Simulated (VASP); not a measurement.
Write the native input for VASP 6.6.1 that does the following.

```yaml
Task: single point
Functional: revPBE
Potentials_or_basis: VASP PAW PBE potentials, release 64 (Pb_d)
Cutoff: 520 eV
k_mesh: 9 × 9 × 9
Occupations: fermi-dirac, width 0.1 eV
Spin: no spin polarisation
Dipole_correction: no
Further_INCAR_settings: ALGO = Normal; EDIFF = 1e-06; NBANDS = 21
```

The structure of Pb lies in POSCAR:

```
Pb
1.0
    0.0000000000      3.4208393315      3.4208393315
    3.4208393315      0.0000000000      3.4208393315
    3.4208393315      3.4208393315      0.0000000000
Pb
2
Direct
    0.1250000000      0.1250000000      0.1250000000
    0.8750000000      0.8750000000      0.8750000000
```

This cell differs from its parent crystal: volume scaled by 0.88.

One way to write it, as run:

INCAR

```
SYSTEM = Pb
PREC = Accurate
ENCUT = 520
EDIFF = 1E-6
ISMEAR = -1
SIGMA = 0.1
LREAL = .False.
LASPH = .True.
NELM = 80
ALGO = Normal
ISIF = 2
LWAVE = .False.
LCHARG = .False.
GGA = RE
NBANDS = 21
```

KPOINTS

```
Automatic mesh
0
Gamma
  9 9 9
  0 0 0
```

Potentials or basis: VASP PAW PBE potentials, release 64 (Pb_d).

Run with:

```sh
$ cat potpaw_PBE.64/Pb_d/POTCAR > POTCAR
$ mpirun -np 1 vasp_std > vasp.out
```

Results of the run:

```
Pressure               : 3.8 GPa
Band gap on the k mesh : zero (band 14 reaches 4.99 eV, above the bottom of band 15 at 3.84 eV)
```

Caveat: the PAW data sets were made with another functional, which shifts forces and pressure a little; spin-orbit coupling is left out, which moves the levels of the heavy elements.

Wall time 26 s on 1 thread of Intel(R) Xeon(R) 6975P-C (Granite Rapids), with other jobs on the host, peak memory 0.21 GiB.
